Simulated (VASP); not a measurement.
# CoO (P-6m2) in VASP: further runs

Aim: see how the results for CoO move with the level of theory and the settings. Levels: PBE, PBE+D4. Tasks: single point, relaxation of cell and atoms.

Program: VASP 6.6.1. These are calculated values, not measurements. Logs are shortened: lines on timing, memory, paths and dates and some standing lists are left out, and cuts for length are marked.

## Step 1: The cell of the first run

Symmetry: P-6m2, No. 187, hexagonal system. Conventional cell: a = 2.912 Å, b = 2.912 Å, c = 2.842 Å, α = 90.00°, β = 90.00°, γ = 120.00°. Co (site symmetry -6m2) has 6 O at 2.20 Å and 2 Co at 2.84 Å within 2.9 Å. O (site symmetry -6m2) has 6 Co at 2.20 Å and 2 O at 2.84 Å within 2.9 Å.

## Step 2: Single point, PBE, collinear spin, ferromagnetic start

The input, INCAR:

```
ALGO     = Normal         # electronic algorithm
EDIFF    = 1E-6           # SCF threshold, eV
ENCUT    = 520            # plane-wave cutoff, eV
GGA      = PE             # functional
ISIF     = 2              # what is computed and relaxed
ISMEAR   = -1             # smearing method
ISPIN    = 2              # spin polarisation
LASPH    = True           # aspherical terms in the spheres
LCHARG   = False          # write CHGCAR
LMAXMIX  = 4              # l up to which the mixer works
LORBIT   = 11             # projections on sites
LREAL    = False          # projectors in reciprocal space
LWAVE    = False          # write WAVECAR
MAGMOM   = 2 0            # initial moments
NBANDS   = 18             # bands
NELM     = 150            # most SCF steps
PREC     = Accurate       # precision mode
SIGMA    = 0.05           # smearing width, eV
```

The input, KPOINTS:

```
k-points
0
Gamma
  11 11 10
```

The input, POSCAR:

```
CoO
1.0
    2.9123193196      0.0000000000      0.0000000000
   -1.4561596547      2.5221425106      0.0000000000
    0.0000000000      0.0000000000      2.8422793619
Co O
1 1
Direct
    0.0000000000      0.0000000000      0.0000000000
    0.6666666667      0.3333333333      0.5000000000
```

Potentials or basis: VASP PAW PBE potentials, release 64 (Co, O).

Run with:

```sh
cat potpaw_PBE.64/Co/POTCAR potpaw_PBE.64/O/POTCAR > POTCAR
mpirun -np 1 vasp_std > vasp.out
```

OUTCAR:

```text
EDIFF = 1E-6
   ENCUT = 520
   GGA = PE
   ISIF = 2
   ISMEAR = -1
   ISPIN = 2
   LASPH = True
   LORBIT = 11
   LREAL = False
   NELM = 150
   PREC = Accurate

 ion  position               nearest neighbor table
   1  0.000  0.000  0.000-   2 2.20   2 2.20   2 2.20   2 2.20   2 2.20   2 2.20
   2  0.667  0.333  0.500-   1 2.20   1 2.20   1 2.20   1 2.20   1 2.20   1 2.20

  LATTYP: Found a hexagonal cell.
 ALAT       =     2.9123193196
 C/A-ratio  =     0.9759504539

  Lattice vectors:

 A1 = (   2.9123193196,   0.0000000000,   0.0000000000)
 A2 = (  -1.4561596547,   2.5221425106,   0.0000000000)
 A3 = (   0.0000000000,   0.0000000000,   2.8422793619)

Analysis of symmetry for initial positions (statically):
=====================================================================
 Subroutine PRICEL returns:
 Original cell was already a primitive cell.

 Routine SETGRP: Setting up the symmetry group for a
 hexagonal supercell.

 Subroutine GETGRP returns: Found 12 space group operations
 (whereof 12 operations were pure point group operations)
 out of a pool of 24 trial point group operations.

The static configuration has the point symmetry D_3h.

Analysis of symmetry for dynamics (positions and initial velocities):
=====================================================================
 Subroutine PRICEL returns:
 Original cell was already a primitive cell.

 Routine SETGRP: Setting up the symmetry group for a
 hexagonal supercell.

 Subroutine GETGRP returns: Found 12 space group operations
 (whereof 12 operations were pure point group operations)
 out of a pool of 24 trial point group operations.

The dynamic configuration has the point symmetry D_3h.

Analysis of structural, dynamic, and magnetic symmetry:
=====================================================================
 Subroutine PRICEL returns:
 Original cell was already a primitive cell.

 Routine SETGRP: Setting up the symmetry group for a
 hexagonal supercell.

 Subroutine GETGRP returns: Found 12 space group operations
 (whereof 12 operations were pure point group operations)
 out of a pool of 24 trial point group operations.

The overall configuration has the point symmetry D_3h.

 Subroutine INISYM returns: Found 12 space group operations
 (whereof 12 operations are pure point group operations),
 and found     1 'primitive' translations

----------------------------------------------------------------------------------------

                                     Primitive cell

  volume of cell :      20.8774

  direct lattice vectors                    reciprocal lattice vectors
     2.912319320  0.000000000  0.000000000     0.343368941  0.198244150  0.000000000
    -1.456159655  2.522142511  0.000000000     0.000000000  0.396488301  0.000000000
     0.000000000  0.000000000  2.842279362     0.000000000  0.000000000  0.351830300

  length of vectors
     2.912319320  2.912319313  2.842279362     0.396488301  0.396488301  0.351830300

  position of ions in fractional coordinates (direct lattice)
     0.000000000  0.000000000  0.000000000
     0.666666667  0.333333333  0.500000000

  ion indices of the primitive-cell ions
   primitive index   ion index
                 1           1
                 2           2

----------------------------------------------------------------------------------------

 KPOINTS: k-points

Automatic generation of k-mesh.
 Grid dimensions read from file:
 generate k-points for:   11   11   10

 Generating k-lattice:

  Cartesian coordinates                     Fractional coordinates (reciprocal lattice)
     0.031215358  0.018022195  0.000000000     0.090909091  0.000000000  0.000000000
     0.000000000  0.036044391  0.000000000     0.000000000  0.090909091  0.000000000
     0.000000000  0.000000000  0.035183030     0.000000000  0.000000000  0.100000000

  Length of vectors
     0.036044391  0.036044391  0.035183030

  Shift w.r.t. Gamma in fractional coordinates (k-lattice)
     0.000000000  0.000000000  0.000000000

 Subroutine IBZKPT returns following result:
 ===========================================

 Found     96 irreducible k-points:

 Following reciprocal coordinates:
            Coordinates               Weight
  0.000000  0.000000  0.000000      1.000000
  0.090909  0.000000  0.000000      6.000000
  0.181818 -0.000000  0.000000      6.000000
  0.272727  0.000000  0.000000      6.000000
  0.363636  0.000000  0.000000      6.000000
  0.454545  0.000000  0.000000      6.000000
[... 16 lines left out ...]
  0.090909  0.090909  0.100000     12.000000
  0.181818  0.090909  0.100000     24.000000
 [... further k-points ...]
   k-points           NKPTS =     96   k-points in BZ     NKDIM =     96   number of bands    NBANDS=     18
   number of dos      NEDOS =    301   number of ions     NIONS =      2
   total plane-waves  NPLWV =  13824
   dimension x,y,z NGX =    24 NGY =   24 NGZ =   24
   dimension x,y,z NGXF=    48 NGYF=   48 NGZF=   48
   ions per type =               1   1
   NGX,Y,Z   is equivalent  to a cutoff of  13.70, 13.70, 14.04 a.u.
   NGXF,Y,Z  is equivalent  to a cutoff of  27.40, 27.40, 28.08 a.u.
 SYSTEM =  unknown system
   PREC   = accura    normal or accurate (medium, high low for compatibility)
   ISTART =      0    job   : 0-new  1-cont  2-samecut
   ICHARG =      2    charge: 1-file 2-atom 10-const
   ISPIN  =      2    spin polarized calculation?
   LNONCOLLINEAR =      F non collinear calculations
   LSORBIT =      F    spin-orbit coupling
   LASPH  =      T    aspherical Exc in radial PAW
   ENCUT  =  520.0 eV  38.22 Ry    6.18 a.u.   5.41  5.41  5.28*2*pi/ulx,y,z
   NELM   =    150;   NELMIN=  2; NELMDL= -5     # of ELM steps
   EDIFF  = 0.1E-05   stopping-criterion for ELM
   LREAL  =      F    real-space projection
   EDIFFG = 0.1E-04   stopping-criterion for IOM
   NSW    =      0    number of steps for IOM
   IBRION =     -1    ionic relax: 0-MD 1-quasi-New 2-CG
   NFREE  =      0    steps in history (QN), initial steepest desc. (CG)
   ISIF   =      2    stress and relaxation
   ISYM   =      2    0-nonsym 1-usesym 2-fastsym
   POTIM  = 0.5000    time-step for ionic-motion
   TEBEG  =    0.0;   TEEND  =   0.0 temperature during run
   PSTRESS=    0.0 pullay stress
   NELECT =      15.0000    total number of electrons
   NUPDOWN=      -1.0000    fix difference up-down
   EMIN   =  10.00;   EMAX   =-10.00  energy-range for DOS
   EFERMI =   0.00;   METHOD = LEGACY
   ISMEAR =    -1;   SIGMA  =   0.05  broadening in eV -4-tet -1-fermi 0-gaus
   EFERMI_NEDOS =   21; number of points for ismear=-14 and -15
   IALGO  =     38    algorithm
   IMIX   =      4    mixing-type and parameters
     AMIX     =   0.40;   BMIX     =  1.00
     AMIX_MAG =   1.60;   BMIX_MAG =  1.00
  volume/ion in A,a.u.               =      10.44        70.44
  Fermi-wavevector in a.u.,A,eV,Ry     =   1.466268  2.770845 29.251748  2.149943
  Thomas-Fermi vector in A             =   2.582026
   LORBIT       =     11    0 simple, 1 ext, 2 COOP (PROOUT), +10 PAW based schemes
   GGA     = PE    functional components
   LHFCALC =     F    Hartree Fock is set to
   AEXX    =    0.0000 exact exchange contribution
   IVDW    =     0    specifies the selected vdW correction
   LEPSILON=     F    determine dielectric tensor
   LRPA    =     F    only Hartree local field effects (RPA)
 spin polarized calculation
  energy-cutoff  :      520.00
  volume of cell :       20.88
 maximum number of plane-waves:       587
 NGX is ok and might be reduce to    24
   NGX = 11   NGY = 11   NGZ = 11

 number of electron      14.9999993 magnetization       3.0003672

 Free energy of the ion-electron system (eV)
  ---------------------------------------------------
  ext. energy  EPLUGINS =         0.00000000
  ---------------------------------------------------
  free energy    TOTEN  =       -12.82576773 eV

  energy without entropy =      -12.79574992  energy(sigma->0) =      -12.81075882

 E-fermi :   6.7891     XC(G=0): -11.9983

 val. band max:        6.7878026494   @ k =   0.2727   0.0909   0.3000
 cond. band min:       6.7903599481   @ k =   0.2727   0.1818   0.3000
 fundamental gap:      0.0025572987
 Fermi energy:         6.7890634617

 spin component 1

 k-point     1 :       0.0000    0.0000    0.0000
  band No.  band energies     occupation
      1     -12.7918      1.00000
      2       2.3729      1.00000
      3       2.3729      1.00000
      4       2.8939      1.00000
      5       3.5124      1.00000
      6       3.8607      1.00000
[... 10 lines left out ...]
     17      31.5458      0.00000
     18      36.2345      0.00000
[... 463 lines left out ...]
 k-point    24 :       0.1818    0.0909    0.1000
  band No.  band energies     occupation
      1     -12.2938      1.00000
      2       1.0768      1.00000
      3       2.0677      1.00000
      4       2.6074      1.00000
      5       3.2711      1.00000
      6       3.7846      1.00000
[... 10 lines left out ...]
     17      33.3069      0.00000
     18      34.9246      0.00000

 [... further k-points ...]

 spin component 2

 k-point     1 :       0.0000    0.0000    0.0000
  band No.  band energies     occupation
      1     -12.1582      1.00000
      2       3.7213      1.00000
      3       3.7213      1.00000
      4       4.1531      1.00000
      5       4.4468      1.00000
      6       7.1801      0.00040
[... 10 lines left out ...]
     17      32.1364      0.00000
     18      36.4838      0.00000
[... 463 lines left out ...]
 k-point    24 :       0.1818    0.0909    0.1000
  band No.  band energies     occupation
      1     -11.6337      1.00000
      2       1.9157      1.00000
      3       3.2457      1.00000
      4       3.7644      1.00000
      5       5.0821      1.00000
      6       6.7088      0.83263
[... 10 lines left out ...]
     17      33.7173      0.00000
     18      35.3198      0.00000

 [... further k-points ...]

------------------------ aborting loop because EDIFF is reached ----------------------------------------

  FORCE on cell =-STRESS in cart. coord.  units (eV):
  Direction    XX          YY          ZZ          XY          YZ          ZX
  --------------------------------------------------------------------------------------
  -------------------------------------------------------------------------------------
  Total       -1.7303859     -1.7303859     -2.6386632     -0.0000000      0.0000000      0.0000000
  in kB     -132.7939166   -132.7939162   -202.4972655     -0.0000003      0.0000000      0.0000000
  external PRESSURE =    -156.0283661 kB  Pullay stress =       0.0000000 kB

 VOLUME and BASIS-vectors are now :
 -----------------------------------------------------------------------------
  energy-cutoff  :      520.00
  volume of cell :       20.88
      direct lattice vectors                 reciprocal lattice vectors
     2.912319320  0.000000000  0.000000000     0.343368941  0.198244150  0.000000000
    -1.456159655  2.522142511  0.000000000     0.000000000  0.396488301  0.000000000
     0.000000000  0.000000000  2.842279362     0.000000000  0.000000000  0.351830300

 POSITION                                       TOTAL-FORCE (eV/Angst)
 -----------------------------------------------------------------------------------
      0.00000      0.00000      0.00000        -0.000000      0.000000      0.000000
      1.45616      0.84071      1.42114         0.000000     -0.000000      0.000000
 -----------------------------------------------------------------------------------
    total drift:                               -0.000000      0.000000      0.000000

  FREE ENERGIE OF THE ION-ELECTRON SYSTEM (eV)
  ---------------------------------------------------
  free  energy   TOTEN  =       -12.8257677272 eV

  energy  without entropy=      -12.7957499179  energy(sigma->0) =      -12.81075882

 total charge

# of ion       s       p       d       tot
------------------------------------------
    1        0.282   0.322   7.085   7.688
    2        1.565   3.351   0.000   4.916
--------------------------------------------------
tot          1.847   3.673   7.085  12.605

 magnetization (x)

# of ion       s       p       d       tot
------------------------------------------
    1        0.007   0.007   2.550   2.564
    2        0.022   0.365   0.000   0.387
--------------------------------------------------
tot          0.029   0.372   2.550   2.951
```

It took 56 s on 1 thread of AMD EPYC 9R45 (Zen 5), shared host; peak memory 0.16 GiB.

What came out:

| Quantity | Value |
| --- | --- |
| Free energy | -12.8258 eV |
| Pressure | -15.6 GPa |
| Band gap on the k mesh | zero (filled and empty bands overlap) |
| Net moment | 3.00 μB per cell |
| Site moments | Co +2.56; O +0.39 μB |
| Valence electrons inside the program's atomic spheres | Co 7.69; O 4.92 |

Stress tensor (GPa, compression positive):
```
-13.28   0.00   0.00
  0.00 -13.28   0.00
  0.00   0.00 -20.25
```

Levels at points of the mesh, in eV from the Fermi level:
Spin up:
| k point | band 6 | band 7 | band 8 | band 9 | band 10 | band 11 | band 12 | band 13 |
| --- | --- | --- | --- | --- | --- | --- | --- | --- |
| (0.00, 0.00, 0.00) | -2.93 | -2.93 | -1.01 | -1.01 | 0.29 | 14.17 | 15.61 | 15.61 |
| (0.00, 0.00, 0.50) | -3.13 | -2.11 | -1.19 | -1.19 | 6.19 | 6.46 | 20.12 | 20.12 |
Spin down:
| k point | band 2 | band 3 | band 4 | band 5 | band 6 | band 7 | band 8 | band 9 | band 10 | band 11 |
| --- | --- | --- | --- | --- | --- | --- | --- | --- | --- | --- |
| (0.00, 0.00, 0.00) | -3.07 | -3.07 | -2.64 | -2.34 | 0.39 | 0.39 | 0.74 | 0.74 | 0.89 | 14.51 |
| (0.00, 0.00, 0.50) | -7.39 | -2.46 | -2.46 | -0.82 | -0.82 | -0.23 | 1.01 | 1.01 | 6.86 | 6.89 |

Caveat: a cell with one magnetic atom can't hold antiferromagnetic order, which such compounds often take; semilocal functionals often make such compounds metallic where correlation or magnetic order opens a gap, which also shifts bond lengths. With open d or f shells a metallic result of PBE can be an artefact of self-interaction; +U or a hybrid may open a gap.

(Part 1 of 2 ends here.)
